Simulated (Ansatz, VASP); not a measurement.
**AlRu in VASP and in Ansatz**

INCAR

```
  ALGO = Fast
  EDIFF = 1E-6
  ENCUT = 520
  GGA = PE
  ISIF = 2
  ISMEAR = 0
  LASPH = T
  LCHARG = T
  LELF = T
  LREAL = F
  LVHAR = T
  LWAVE = F
  NBANDS = 16
  NELM = 60
  PREC = Accurate
  SIGMA = 0.15
```

Contents of KPOINTS:

```
k-points
0
Gamma
  16 16 16
```

POSCAR

```
AlRu
1.0
    3.0813480000      0.0000000000      0.0000000000
    0.0000000000      3.0813480000      0.0000000000
    0.0000000000      0.0000000000      2.9467260000
Al Ru
1 1
Direct
    0.0000000000      0.0000000000      0.0000000000
    0.5000000000      0.5000000000      0.5000000000
```

Input for Ansatz:

```yaml
crystal:
  lattice:
    - [3.081348, 0.0, 0.0]
    - [0.0, 3.081348, 0.0]
    - [0.0, 0.0, 2.946726]
  atoms:
    - { symbol: Al, position: [0.0, 0.0, 0.0] }
    - { symbol: Ru, position: [0.5, 0.5, 0.5] }
basis:
  ecutwfc: 420
kpoints:
  mp_grid: { grid: [16, 16, 16] }
hamiltonian:
  xc: pbe
scf:
  occupations: { method: gaussian, width: 0.15 }
output:
  forces: true
  stress: true
  eigenvalues: true
```

Change from the starting cell: strain +0.030 along x and y, -0.015 along z, atoms carried along.

Alike in both runs: task single point; functional PBE; k mesh 16 × 16 × 16; occupations gaussian, width 0.15 eV; no spin polarisation.

```csv
,VASP,Ansatz
version,VASP 6.6.1,Ansatz 0.2.0
potentials or method,"VASP PAW PBE potentials, release 64 (Al, Ru_pv), cutoff 520 eV","scalar-relativistic, plane waves, PAW"
valence electrons in the cell,17,19
```

```csv
,VASP,Ansatz,Ansatz less VASP
gap on the k mesh at the Fermi level (eV),none,none,-
pressure (GPa),-5.8,-5.8,+0.07
"traceless stress, the component that is largest in VASP (GPa)",4.76,4.75,-0.012
```

A gap of «none» marks a metal or a gap that the smearing closes. VASP's potentials hold 17 valence electrons a cell and Ansatz's 19, so a difference there can come from the potentials and not from the codes.
